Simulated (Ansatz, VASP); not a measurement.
**Two plane-wave programs on TiH**

```xyz
4
Lattice="2.9277 0.0000 0.0000 0.0000 2.9277 0.0000 0.0000 0.0000 4.5375" Properties=species:S:1:pos:R:3 pbc="T T T"
Ti    1.4639    0.0000    2.2687
Ti    0.0000    1.4639    0.0000
H     0.0000    0.0000    1.1344
H     0.0000    0.0000    3.4031
```

Alike in both runs: task single point; functional r2SCAN; k mesh 8 × 8 × 5; no spin polarisation.

|  | VASP | Ansatz |
| --- | --- | --- |
| version | VASP 6.6.1 | Ansatz 0.2.0 |
| potentials or method | VASP PAW PBE potentials, release 64 (Ti_sv, H), cutoff 520 eV | plane waves, PAW |
| occupations | fermi-dirac, width 0.1 eV | fermi-dirac |
| valence electrons in the cell | 26 | 26 |

```csv
,VASP,Ansatz,Ansatz less VASP
pressure (GPa),3.0,2.6,-0.44
```

VASP's potentials were made for PBE, not for r2SCAN.
